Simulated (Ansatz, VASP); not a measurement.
# Two plane-wave programs on MoH2

```xyz
3
Lattice="0.0000 2.1842 2.1842 2.1842 0.0000 2.1842 2.1842 2.1842 0.0000" Properties=species:S:1:pos:R:3 pbc="T T T"
Mo    0.0000    0.0000    0.0000
H     1.0921    1.0921    1.0921
H     3.2763    3.2763    3.2763
```

Alike in both runs: functional PBEsol; k mesh 8 × 8 × 8; occupations gaussian, width 0.1 eV; no spin polarisation.

Ansatz relaxed the structure, and its values are those at the end. VASP's run is a single point on that final structure, the one shown.

|  | VASP | Ansatz |
| --- | --- | --- |
| version | VASP 6.6.1 | Ansatz 0.2.0 |
| potentials or method | VASP PAW PBE potentials, release 64 (Mo_sv, H), cutoff 520 eV | scalar-relativistic, plane waves, PAW |
| valence electrons in the cell | 16 | 16 |

```tsv
	VASP	Ansatz	Ansatz less VASP
gap on the k mesh at the Fermi level (eV)	none	none	-
pressure (GPa)	-0.1	-0.2	-0.15
```

VASP's potentials were made for PBE, not for PBEsol. A gap of «none» marks a metal or a gap that the smearing closes.
